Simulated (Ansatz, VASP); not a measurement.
# One calculation of H4CO, two programs

```
CELL_PARAMETERS angstrom
4.53824 0.00000 0.00000
0.00000 4.96729 0.00000
0.00000 0.00000 8.91323
ATOMIC_POSITIONS crystal
H 0.57995 0.23844 0.48079
H 0.92005 0.76156 0.98079
H 0.42005 0.73844 0.01921
H 0.07995 0.26156 0.51921
H 0.94551 0.91471 0.28750
H 0.55449 0.08529 0.78750
H 0.05449 0.41471 0.21250
H 0.44551 0.58529 0.71250
H 0.74084 0.78311 0.44220
H 0.75916 0.21689 0.94220
H 0.25916 0.28311 0.05780
H 0.24084 0.71689 0.55780
H 0.55347 0.92673 0.28452
H 0.94653 0.07327 0.78452
H 0.44653 0.42673 0.21548
H 0.05347 0.57327 0.71548
C 0.74885 0.94370 0.35721
C 0.75115 0.05630 0.85721
C 0.25115 0.44370 0.14279
C 0.24885 0.55630 0.64279
O 0.76690 0.20516 0.42424
O 0.73310 0.79484 0.92424
O 0.23310 0.70516 0.07576
O 0.26690 0.29484 0.57576
```

Alike in both runs: functional PBE; dispersion D3(BJ); k mesh 4 × 4 × 2; occupations gaussian, width 0.1 eV; no spin polarisation.

Ansatz relaxed the structure, and its values are those at the end. VASP's run is a single point on that final structure, the one shown.

|  | VASP | Ansatz |
| --- | --- | --- |
| version | VASP 6.6.1 | Ansatz 0.2.0 |
| potentials or method | VASP PAW PBE potentials, release 64 (H, C, O), cutoff 520 eV | scalar-relativistic, plane waves, PAW |
| valence electrons in the cell | 56 | 56 |

|  | VASP | Ansatz | Ansatz less VASP |
| --- | --- | --- | --- |
| gap on the k mesh at the Fermi level (eV) | 5.60 | 5.61 | +0.009 |
| least direct gap on the mesh (eV) | 5.66 | 5.67 | +0.004 |
| pressure (GPa) | 0.0 | 0.0 | -0.03 |
| rms of the force components (eV/Å) | 0.059 | 0.019 | -0.0405 |
